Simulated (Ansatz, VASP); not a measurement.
## SnO2 in VASP and in Ansatz

INCAR

```
  PREC = Accurate
  ENCUT = 520
  EDIFF = 1E-6
  ISMEAR = 0
  SIGMA = 0.05
  LREAL = Auto
  LASPH = True
  NELM = 60
  ALGO = Normal
  ISIF = 2
  LWAVE = False
  LCHARG = True
  LDIPOL = True
  IDIPOL = 3
  DIPOL = 0.5 0.5 0.431
  GGA = PE
  IVDW = 12
  LELF = True
  LVHAR = True
  LVACPOTAV = True
  NBANDS = 122
```

Contents of KPOINTS:

```
regular mesh
0
Gamma
  3 2 1
```

Contents of POSCAR:

```
SnO2
1.0
    6.4600897544      0.0000000000      0.0000000000
    0.0000000000      6.7788694381      0.0000000000
    0.0000000000      0.0000000000     25.6176812915
O Sn
16 8
Direct
    0.0000000000      0.0000000000      0.3122843129
    0.5000000000      0.0000000000      0.3122843129
    0.2500000000      0.3062105638      0.3635642579
    0.7500000000      0.3062105638      0.3635642579
    0.2500000000      0.6937894362      0.3635642579
    0.7500000000      0.6937894362      0.3635642579
    0.0000000000      0.0000000000      0.4148442028
    0.5000000000      0.0000000000      0.4148442028
   -0.0012295968      0.4983968431      0.4439622672
    0.5008786716      0.4978284012      0.4441769824
    0.2497469315      0.8127725842      0.5011648165
    0.7510601246      0.8134935837      0.5021765605
    0.2492675644      0.1866030178      0.5020328806
    0.7507501741      0.1865889852      0.5039418693
    0.0019002706      0.5030389745      0.5482088081
    0.4967035841      0.5049009410      0.5482207627
    0.0000000000      0.5000000000      0.3635642579
    0.5000000000      0.5000000000      0.3635642579
    0.2500000000      0.0000000000      0.3635642579
    0.7500000000      0.0000000000      0.3635642579
    0.0002398384     -0.0001445138      0.4929995349
    0.5003805832      0.0003376424      0.4938019207
    0.2487414851      0.4987024952      0.5002420121
    0.7499128123      0.5003848913      0.5023302335
```

Input for Ansatz:

```yaml
crystal:
  lattice:
    - [6.4600897544, 0.0, 0.0]
    - [0.0, 6.7788694381, 0.0]
    - [0.0, 0.0, 25.6176812915]
  atoms:
    - { symbol: O, position: [0.0, 0.0, 0.3122843129] }
    - { symbol: O, position: [0.5, 0.0, 0.3122843129] }
    - { symbol: Sn, position: [0.0, 0.5, 0.3635642579] }
    - { symbol: Sn, position: [0.5, 0.5, 0.3635642579] }
    - { symbol: Sn, position: [0.25, 0.0, 0.3635642579] }
    - { symbol: Sn, position: [0.75, 0.0, 0.3635642579] }
    - { symbol: O, position: [0.25, 0.3062105638, 0.3635642579] }
    - { symbol: O, position: [0.75, 0.3062105638, 0.3635642579] }
    - { symbol: O, position: [0.25, 0.6937894362, 0.3635642579] }
    - { symbol: O, position: [0.75, 0.6937894362, 0.3635642579] }
    - { symbol: O, position: [0.0, 0.0, 0.4148442028] }
    - { symbol: O, position: [0.5, 0.0, 0.4148442028] }
    - { symbol: O, position: [-0.0012295968, 0.4983968431, 0.4439622672] }
    - { symbol: O, position: [0.5008786716, 0.4978284012, 0.4441769824] }
    - { symbol: Sn, position: [0.0002398384, -0.0001445138, 0.4929995349] }
    - { symbol: Sn, position: [0.5003805832, 0.0003376424, 0.4938019207] }
    - { symbol: Sn, position: [0.2487414851, 0.4987024952, 0.5002420121] }
    - { symbol: Sn, position: [0.7499128123, 0.5003848913, 0.5023302335] }
    - { symbol: O, position: [0.2497469315, 0.8127725842, 0.5011648165] }
    - { symbol: O, position: [0.7510601246, 0.8134935837, 0.5021765605] }
    - { symbol: O, position: [0.2492675644, 0.1866030178, 0.5020328806] }
    - { symbol: O, position: [0.7507501741, 0.1865889852, 0.5039418693] }
    - { symbol: O, position: [0.0019002706, 0.5030389745, 0.5482088081] }
    - { symbol: O, position: [0.4967035841, 0.504900941, 0.5482207627] }
basis:
  ecutwfc: 420
kpoints:
  mp_grid: { grid: [3, 2, 1] }
hamiltonian:
  xc: pbe
  dispersion: d3bj
scf:
  occupations: { method: gaussian, width: 0.05 }
output:
  forces: true
  eigenvalues: true
  write_density: true
  volumetric_format: npy
efield:
  axis: 3
  dipole_correction: true
  ramp_width: 0.04
```

Alike in both runs: task single point; functional PBE; dispersion D3(BJ); k mesh 3 × 2 × 1; occupations gaussian, width 0.05 eV; no spin polarisation.

```csv
,VASP,Ansatz
version,VASP 6.6.1,Ansatz 0.2.0
potentials or method,"VASP PAW PBE potentials, release 64 (O, Sn_d), cutoff 520 eV","scalar-relativistic, plane waves, PAW"
valence electrons in the cell,208,208
```

|  | VASP | Ansatz | Ansatz less VASP |
| --- | --- | --- | --- |
| gap on the k mesh at the Fermi level (eV) | 0.44 | 0.47 | +0.028 |
| least direct gap on the mesh (eV) | 0.45 | 0.48 | +0.028 |
| rms of the force components (eV/Å) | 0.775 | 0.788 | +0.0132 |

The k mesh is coarse, so the values compare programs but aren't converged.
